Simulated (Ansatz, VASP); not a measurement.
## Ti3Al: VASP beside Ansatz

INCAR

```
  ALGO = Fast
  EDIFF = 1E-6
  ENCUT = 520
  GGA = PS
  ISIF = 2
  ISMEAR = 0
  LASPH = True
  LCHARG = True
  LELF = True
  LREAL = False
  LVHAR = True
  LWAVE = False
  NBANDS = 28
  NELM = 60
  PREC = Accurate
  SIGMA = 0.15
```

The input KPOINTS:

```
k-points
0
Gamma
  18 18 6
```

Contents of POSCAR:

```
Ti3Al
1.0
    2.8954756449      0.0000000000      0.0000000000
   -1.4477378224      2.5075554645      0.0000000000
    0.0000000000      0.0000000000      9.1383350122
Ti Al
3 1
Direct
    0.6666666667      0.3333333333      0.0000000000
    0.3333333333      0.6666666667      0.7511732072
    0.3333333333      0.6666666667      0.2488267928
    0.6666666667      0.3333333333      0.5000000000
```

Input for Ansatz:

```yaml
crystal:
  lattice:
    - [2.8954756449, 0.0, 0.0]
    - [-1.4477378224, 2.5075554645, 0.0]
    - [0.0, 0.0, 9.1383350122]
  atoms:
    - { symbol: Ti, position: [0.6666666667, 0.3333333333, 0.0] }
    - { symbol: Ti, position: [0.3333333333, 0.6666666667, 0.7511732072] }
    - { symbol: Ti, position: [0.3333333333, 0.6666666667, 0.2488267928] }
    - { symbol: Al, position: [0.6666666667, 0.3333333333, 0.5] }
basis:
  ecutwfc: 520.0
kpoints:
  mp_grid: { grid: [18, 18, 6] }
hamiltonian:
  xc: pbesol
  pseudopotentials: { kind: paw, azcp: { folder: soft_1 } }
scf:
  occupations: { method: gaussian, width: 0.15 }
output:
  forces: true
  stress: true
  eigenvalues: true
  write_density: true
  write_potential: true
  elf: true
  volumetric_format: npy
```

Alike in both runs: task single point; functional PBEsol; k mesh 18 × 18 × 6; occupations gaussian, width 0.15 eV; no spin polarisation.

|  | VASP | Ansatz |
| --- | --- | --- |
| version | VASP 6.6.1 | Ansatz 0.2.0 |
| potentials or method | VASP PAW PBE potentials, release 64 (Ti_sv, Al), cutoff 520 eV | scalar-relativistic, plane waves, PAW |
| valence electrons in the cell | 39 | 39 |

|  | VASP | Ansatz | Ansatz less VASP |
| --- | --- | --- | --- |
| gap on the k mesh at the Fermi level (eV) | none | none | - |
| pressure (GPa) | -0.1 | 0.0 | +0.11 |
| traceless stress, the component that is largest in VASP (GPa) | 0.08 | 0.03 | -0.048 |
| rms of the force components (eV/Å) | 0.004 | 0.002 | -0.0022 |

VASP's potentials were made for PBE, not for PBEsol, and Ansatz warns of the same on its side. Atom by atom the forces differ by 0.005 eV/Å (rms over components). A gap of «none» marks a metal or a gap that the smearing closes.
